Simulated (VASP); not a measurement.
# MgO (P6_3mc) in VASP: a series of runs

Runs on MgO. Level: r2SCAN. Tasks: single point.

All numbers are computed with VASP 6.6.1; they aren't measurements. Logs are shortened: lines on timing, memory, paths and dates and some standing lists are left out, and cuts for length are marked.

### Step 1. The cell of the first run

Symmetry: P6_3mc, No. 186, hexagonal system. The conventional cell has a = 3.157 Å, b = 3.157 Å, c = 4.833 Å, α = 90.00°, β = 90.00°, γ = 120.00°. Mg (site symmetry 3m) has 4 O at 1.89 to 1.92 Å within 2.5 Å. Within 2.5 Å of O (site symmetry 3m) lie 4 Mg at 1.89 to 1.92 Å.

### Step 2. Single point, r2SCAN (strain -4.0%)

File POSCAR:

```
MgO
1.0
    3.1566885389      0.0000000000      0.0000000000
   -1.5783442695      2.7337724665      0.0000000000
    0.0000000000      0.0000000000      4.8329916238
Mg O
2 2
Direct
    0.3333333333      0.6666666667     -0.0110121693
    0.6666666667      0.3333333333      0.4889878307
    0.3333333333      0.6666666667      0.3860121693
    0.6666666667      0.3333333333      0.8860121693
```

File INCAR.step1:

```
SYSTEM = MgO
PREC = Accurate
ENCUT = 520
ISMEAR = 0
SIGMA = 0.01
LREAL = .False.
LASPH = .True.
NELM = 80
NBANDS = 16
GGA = PE
ALGO = Normal
EDIFF = 1E-4
LWAVE = .True.
LCHARG = .False.
```

File INCAR.step2:

```
SYSTEM = MgO
PREC = Accurate
ENCUT = 520
EDIFF = 1E-7
ISMEAR = 0
SIGMA = 0.01
LREAL = .False.
LASPH = .True.
NELM = 80
ALGO = Normal
ISIF = 2
LWAVE = .False.
LCHARG = .False.
METAGGA = R2SCAN
LMIXTAU = .True.
NBANDS = 16
ISTART = 1
```

File KPOINTS:

```
Automatic mesh
0
Gamma
  12 12 6
  0 0 0
```

Potentials or basis: VASP PAW PBE potentials, release 64 (Mg, O).

Launch:

```bash
> cat potpaw_PBE.64/Mg/POTCAR potpaw_PBE.64/O/POTCAR > POTCAR
> cp INCAR.step1 INCAR
> mpirun -np 1 vasp_std > vasp.out
> cp INCAR.step2 INCAR
> mpirun -np 1 vasp_std > vasp.out
```

OUTCAR:

```text
SYSTEM = MgO
   PREC = Accurate
   ENCUT = 520
   EDIFF = 1E-7
   ISMEAR = 0
   LREAL = .False.
   LASPH = .True.
   NELM = 80
   ISIF = 2
   METAGGA = R2SCAN
   ISTART = 1

 ion  position               nearest neighbor table
   1  0.333  0.667  0.989-   4 1.89   4 1.89   4 1.89   3 1.92   2 3.03   2 3.03   2 3.03   2 3.03
                             2 3.03   2 3.03
   2  0.667  0.333  0.489-   3 1.89   3 1.89   3 1.89   4 1.92   1 3.03   1 3.03   1 3.03   1 3.03
                             1 3.03   1 3.03
   3  0.333  0.667  0.386-   2 1.89   2 1.89   2 1.89   1 1.92
   4  0.667  0.333  0.886-   1 1.89   1 1.89   1 1.89   2 1.92

  LATTYP: Found a hexagonal cell.
 ALAT       =     3.1566885389
 C/A-ratio  =     1.5310321447

  Lattice vectors:

 A1 = (   3.1566885389,   0.0000000000,   0.0000000000)
 A2 = (  -1.5783442695,   2.7337724665,   0.0000000000)
 A3 = (   0.0000000000,   0.0000000000,   4.8329916238)

Analysis of symmetry for initial positions (statically):
=====================================================================
 Subroutine PRICEL returns:
 Original cell was already a primitive cell.

 Routine SETGRP: Setting up the symmetry group for a
 hexagonal supercell.

 Subroutine GETGRP returns: Found 12 space group operations
 (whereof  6 operations were pure point group operations)
 out of a pool of 24 trial point group operations.

The static configuration has the point symmetry C_3v.
 The point group associated with its full space group is C_6v.

Analysis of symmetry for dynamics (positions and initial velocities):
=====================================================================
 Subroutine PRICEL returns:
 Original cell was already a primitive cell.

 Routine SETGRP: Setting up the symmetry group for a
 hexagonal supercell.

 Subroutine GETGRP returns: Found 12 space group operations
 (whereof  6 operations were pure point group operations)
 out of a pool of 24 trial point group operations.

The dynamic configuration has the point symmetry C_3v.
 The point group associated with its full space group is C_6v.

 Subroutine INISYM returns: Found 12 space group operations
 (whereof  6 operations are pure point group operations),
 and found     1 'primitive' translations

----------------------------------------------------------------------------------------

                                     Primitive cell

  volume of cell :      41.7071

[... 88 lines left out ...]
   LSORBIT =      F    spin-orbit coupling
   LASPH  =      T    aspherical Exc in radial PAW
   ENCUT  =  520.0 eV  38.22 Ry    6.18 a.u.   5.87  5.87  8.99*2*pi/ulx,y,z
   NELM   =     80;   NELMIN=  2; NELMDL=  0     # of ELM steps
   EDIFF  = 0.1E-06   stopping-criterion for ELM
   LREAL  =      F    real-space projection
   EDIFFG = 0.1E-05   stopping-criterion for IOM
   NSW    =      0    number of steps for IOM
   IBRION =     -1    ionic relax: 0-MD 1-quasi-New 2-CG
   NFREE  =      0    steps in history (QN), initial steepest desc. (CG)
   ISIF   =      2    stress and relaxation
   ISYM   =      2    0-nonsym 1-usesym 2-fastsym
   POTIM  = 0.5000    time-step for ionic-motion
   TEBEG  =    0.0;   TEEND  =   0.0 temperature during run
   PSTRESS=    0.0 pullay stress
   NELECT =      16.0000    total number of electrons
   NUPDOWN=      -1.0000    fix difference up-down
   EMIN   =  10.00;   EMAX   =-10.00  energy-range for DOS
   EFERMI =   0.00;   METHOD = LEGACY
   ISMEAR =     0;   SIGMA  =   0.01  broadening in eV -4-tet -1-fermi 0-gaus
   EFERMI_NEDOS =   21; number of points for ismear=-14 and -15
   IALGO  =     38    algorithm
   IMIX   =      4    mixing-type and parameters
     AMIX     =   0.40;   BMIX     =  1.00
     AMIX_MAG =   1.60;   BMIX_MAG =  1.00
  volume/ion in A,a.u.               =      10.43        70.36
  Fermi-wavevector in a.u.,A,eV,Ry     =   1.189537  2.247900 19.252234  1.414999
  Thomas-Fermi vector in A             =   2.325642
   LORBIT       =      0    0 simple, 1 ext, 2 COOP (PROOUT), +10 PAW based schemes
   METAGGA = R2SCAN    functional components
   LHFCALC =     F    Hartree Fock is set to
   AEXX    =    0.0000 exact exchange contribution
   IVDW    =     0    specifies the selected vdW correction
   LEPSILON=     F    determine dielectric tensor
   LRPA    =     F    only Hartree local field effects (RPA)
 non-spin polarized calculation
 Gauss-broadening in eV      SIGMA  =   0.01
  energy-cutoff  :      520.00
  volume of cell :       41.71
 maximum number of plane-waves:      1140
 NGX is ok and might be reduce to    24
   NGX = 11   NGY = 11   NGZ = 17

 number of electron      15.9999989 magnetization

 Free energy of the ion-electron system (eV)
  ---------------------------------------------------
  ext. energy  EPLUGINS =         0.00000000
  ---------------------------------------------------
  free energy    TOTEN  =       -31.56076415 eV

  energy without entropy =      -31.56076415  energy(sigma->0) =      -31.56076415

 E-fermi :   1.4702     XC(G=0): -10.7850

 val. band max:        1.3924932625   @ k =   0.0000   0.0000   0.0000
 cond. band min:       6.3341916760   @ k =   0.0000   0.0000   0.0000
 fundamental gap:      4.9416984135
 Fermi energy:         1.4701900129

 k-point     1 :       0.0000    0.0000    0.0000
  band No.  band energies     occupation
      1     -16.2011      2.00000
      2     -15.2242      2.00000
      3      -2.2632      2.00000
      4       0.6117      2.00000
      5       0.6117      2.00000
      6       0.9407      2.00000
[... 433 lines left out ...]
      3      -1.6731      2.00000
      4      -1.1324      2.00000
      5      -0.4660      2.00000
      6       0.1999      2.00000
[... 8 lines left out ...]
     15      18.5692      0.00000
     16      19.5750      0.00000

 [... further k-points ...]
[... 5 lines left out ...]
  --------------------------------------------------------------------------------------
  -------------------------------------------------------------------------------------
  Total        5.5133506      5.5133506      4.2473746     -0.0000000     -0.0000000     -0.0000000
  in kB      211.7951700    211.7951700    163.1627463     -0.0000000     -0.0000000     -0.0000000
  external PRESSURE =     195.5843621 kB  Pullay stress =       0.0000000 kB

 VOLUME and BASIS-vectors are now :
 -----------------------------------------------------------------------------
  energy-cutoff  :      520.00
  volume of cell :       41.71
      direct lattice vectors                 reciprocal lattice vectors
     3.156688539  0.000000000  0.000000000     0.316787668  0.182897445  0.000000000
    -1.578344270  2.733772467  0.000000000     0.000000000  0.365794890  0.000000000
     0.000000000  0.000000000  4.832991624     0.000000000  0.000000000  0.206911180

 POSITION                                       TOTAL-FORCE (eV/Angst)
 -----------------------------------------------------------------------------------
     -0.00000      1.82251      4.77977         0.000000     -0.000000      0.002915
      1.57834      0.91126      2.36327        -0.000000      0.000000      0.002915
     -0.00000      1.82251      1.86559         0.000000     -0.000000     -0.002915
      1.57834      0.91126      4.28209         0.000000     -0.000000     -0.002915
 -----------------------------------------------------------------------------------
    total drift:                               -0.000000      0.000000      0.022972

  FREE ENERGIE OF THE ION-ELECTRON SYSTEM (eV)
  ---------------------------------------------------
  free  energy   TOTEN  =       -31.5607641478 eV

  energy  without entropy=      -31.5607641478  energy(sigma->0) =      -31.56076415
```

OSZICAR.step1:

```text
N       E                     dE             d eps       ncg     rms          rms(c)
DAV:   1     0.590005957669E+02    0.59001E+02   -0.77177E+03  2440   0.895E+02
DAV:   2    -0.240590831699E+02   -0.83060E+02   -0.77172E+02  3320   0.202E+02
DAV:   3    -0.275383435513E+02   -0.34793E+01   -0.34740E+01  2768   0.420E+01
DAV:   4    -0.275513359056E+02   -0.12992E-01   -0.12992E-01  2984   0.301E+00
DAV:   5    -0.275513978196E+02   -0.61914E-04   -0.61914E-04  2824   0.195E-01    0.121E+01
DAV:   6    -0.231136839155E+02    0.44377E+01   -0.11681E+01  2440   0.265E+01    0.351E+00
DAV:   7    -0.230861256256E+02    0.27558E-01   -0.14065E-01  2456   0.294E+00    0.217E+00
DAV:   8    -0.230811981833E+02    0.49274E-02   -0.72788E-02  2616   0.305E+00    0.446E-01
DAV:   9    -0.230792560027E+02    0.19422E-02   -0.24697E-03  3032   0.458E-01    0.162E-01
DAV:  10    -0.230798212971E+02   -0.56529E-03   -0.13769E-03  2480   0.250E-01    0.323E-02
DAV:  11    -0.230798341058E+02   -0.12809E-04   -0.11150E-05  1296   0.304E-02
   1 F= -.23079834E+02 E0= -.23079834E+02  d E =-.188142E-83
```

Run time: 2.4 min. Hardware: 1 thread of Intel Xeon Platinum 8259CL at 2.50GHz (Skylake/Cascade Lake), shared host; peak memory 0.19 GiB.

Results:

- Free energy: -31.5608 eV
- Pressure: 19.6 GPa
- Band gap on the k mesh: 4.94 eV, direct

Forces in eV/Å, atoms in the order of the input:
```
Mg   0.000  0.000  0.003
Mg   0.000  0.000  0.003
O    0.000  0.000 -0.003
O    0.000  0.000 -0.003
```

Stress tensor (GPa, compression positive):
```
21.18  0.00  0.00
 0.00 21.18  0.00
 0.00  0.00 16.32
```

Levels at points of the mesh, in eV from the valence-band top:
```
           k point  band 4  band 5  band 6  band 7  band 8  band 9  band 10  band 11  band 12  band 13
(0.00, 0.00, 0.00)   -0.78   -0.78   -0.45   -0.45    0.00    4.94    10.42    12.23    16.18    16.18
(0.50, 0.00, 0.00)   -2.41   -1.92   -1.36   -0.88   -0.52    9.17     9.34    11.14    12.66    14.96
(0.00, 0.00, 0.50)   -2.19   -0.62   -0.62   -0.62   -0.62    7.57     7.57    15.31    15.31    16.79
(0.50, 0.00, 0.50)   -3.44   -0.96   -0.96   -0.80   -0.80    8.69     8.69    12.82    12.82    16.07
```

Caveat: the cell differs from its parent crystal (strain -4.0%); the PAW data sets were made with another functional, which shifts forces and pressure a little.

### Step 3. Single point, r2SCAN (strain -3.0%)

File POSCAR:

```
MgO
1.0
    3.1895707112      0.0000000000      0.0000000000
   -1.5947853556      2.7622492631      0.0000000000
    0.0000000000      0.0000000000      4.8833352865
Mg O
2 2
Direct
    0.3333333333      0.6666666667     -0.0107582395
    0.6666666667      0.3333333333      0.4892417605
    0.3333333333      0.6666666667      0.3857582395
    0.6666666667      0.3333333333      0.8857582395
```

INCAR.step1 is that of step 2.

INCAR.step2: that of step 2 with these lines changed.

```diff
@@ -3,3 +3,3 @@
 ENCUT = 520
-EDIFF = 1E-7
+EDIFF = 1E-6
 ISMEAR = 0
```

File KPOINTS:

```
regular mesh
0
Gamma
  12 12 6
  0 0 0
```

Potentials or basis: VASP PAW PBE potentials, release 64 (Mg, O).

Launch:

```bash
> cat potpaw_PBE.64/Mg/POTCAR potpaw_PBE.64/O/POTCAR > POTCAR
> cp INCAR.step1 INCAR
> mpirun -np 1 vasp_std > vasp.out
> cp INCAR.step2 INCAR
> mpirun -np 1 vasp_std > vasp.out
```

Run time: 1.9 min. Hardware: 1 thread of Intel Xeon Platinum 8259CL at 2.50GHz (Skylake/Cascade Lake), shared host; peak memory 0.19 GiB.

Results (log left out):

| Property | Result |
| --- | --- |
| Free energy | -31.6977 eV |
| Pressure | 13.5 GPa |
| Largest force | 0.004 eV/Å |
| Band gap on the k mesh | 4.75 eV, direct |

Forces on the atoms (eV/Å):
```
Mg   0.000  0.000  0.004
Mg   0.000  0.000  0.004
O    0.000  0.000 -0.004
O    0.000  0.000 -0.004
```

Stress tensor (GPa, compression positive):
```
14.64  0.00  0.00
 0.00 14.64  0.00
 0.00  0.00 11.29
```

Levels at points of the mesh, in eV from the valence-band top:
```csv
k point,band 6,band 7,band 8,band 9,band 10,band 11
"(0.00, 0.00, 0.00)",-0.43,-0.43,0.00,4.75,10.17,11.95
"(0.50, 0.00, 0.00)",-1.33,-0.86,-0.51,9.02,9.22,10.87
"(0.00, 0.00, 0.50)",-0.60,-0.60,-0.60,7.35,7.35,15.02
"(0.50, 0.00, 0.50)",-0.94,-0.77,-0.77,8.55,8.55,12.56
```

Caveat: the cell differs from its parent crystal (strain -3.0%); the PAW data sets were made with another functional, which shifts forces and pressure a little.

### Step 4. Single point, r2SCAN (strain -2.0%)

File POSCAR:

```
MgO
1.0
    3.2224528835      0.0000000000      0.0000000000
   -1.6112264418      2.7907260596      0.0000000000
    0.0000000000      0.0000000000      4.9336789493
Mg O
2 2
Direct
    0.3333333333      0.6666666667     -0.0104844903
    0.6666666667      0.3333333333      0.4895155097
    0.3333333333      0.6666666667      0.3854844903
    0.6666666667      0.3333333333      0.8854844903
```

File INCAR.step1:

```
  ALGO = Normal
  EDIFF = 1E-4
  ENCUT = 520
  GGA = PE
  ISMEAR = 0
  LASPH = True
  LCHARG = False
  LREAL = False
  LWAVE = True
  NBANDS = 16
  NELM = 80
  PREC = Accurate
  SIGMA = 0.01
```

File INCAR.step2:

```
  ALGO = Normal
  EDIFF = 1E-7
  ENCUT = 520
  ISIF = 2
  ISMEAR = 0
  ISTART = 1
  LASPH = True
  LCHARG = True
  LELF = True
  LMIXTAU = True
  LREAL = False
  LVHAR = True
  LWAVE = False
  METAGGA = R2SCAN
  NBANDS = 16
  NELM = 80
  PREC = Accurate
  SIGMA = 0.01
```

File KPOINTS:

```
k-points
0
Gamma
  12 12 6
```

Launch:

```bash
> cat potpaw_PBE.64/Mg/POTCAR potpaw_PBE.64/O/POTCAR > POTCAR
> cp INCAR.step1 INCAR
> mpirun -np 1 vasp_std > vasp.out
> cp INCAR.step2 INCAR
> mpirun -np 1 vasp_std > vasp.out
```

Wall time 2 min (1 thread of Intel Xeon Platinum 8259CL at 2.50GHz (Skylake/Cascade Lake), shared host); peak memory 0.2 GiB.

The run converged. Its results:

```
Free energy            : -31.7900 eV
Pressure               : 8.2 GPa
Band gap on the k mesh : 4.56 eV, direct
```

Stress tensor (GPa, compression positive):
```
8.89 0.00 0.00
0.00 8.89 0.00
0.00 0.00 6.86
```

Levels at points of the mesh, in eV from the valence-band top:
```
           k point  band 4  band 5  band 6  band 7  band 8  band 9  band 10  band 11  band 12  band 13
(0.00, 0.00, 0.00)   -0.74   -0.74   -0.41   -0.41    0.00    4.56     9.92    11.68    15.70    15.70
(0.50, 0.00, 0.00)   -2.29   -1.81   -1.29   -0.83   -0.49    8.87     9.10    10.61    12.19    14.45
(0.00, 0.00, 0.50)   -2.07   -0.58   -0.58   -0.58   -0.58    7.13     7.13    14.73    14.73    16.26
(0.50, 0.00, 0.50)   -3.25   -0.92   -0.92   -0.75   -0.75    8.42     8.42    12.31    12.31    15.38
```

Caveat: the cell differs from its parent crystal (strain -2.0%); the PAW data sets were made with another functional, which shifts forces and pressure a little. A k mesh can miss the band edges.

### Step 5. Summary

| cell | gap on the mesh (eV) | pressure (GPa) |
| --- | --- | --- |
| a = 3.157, b = 3.157, c = 4.833 Å, angles 90.0, 90.0, 120.0°, 4 atoms | 4.94 | 19.6 |
| a = 3.190, b = 3.190, c = 4.883 Å, angles 90.0, 90.0, 120.0°, 4 atoms | 4.75 | 13.5 |
| a = 3.222, b = 3.222, c = 4.934 Å, angles 90.0, 90.0, 120.0°, 4 atoms | 4.56 | 8.2 |

Alike in all rows: task single point; level r2SCAN; potentials or basis VASP PAW PBE potentials, release 64 (Mg, O); no spin polarisation; k mesh 12 × 12 × 6; cutoff (eV) 520; smearing gaussian 0.01 eV.

Caveats: the PAW data sets were made with another functional, which shifts forces and pressure a little.

Total energies depend on the potentials used, so only differences within one code and one set of settings carry meaning.
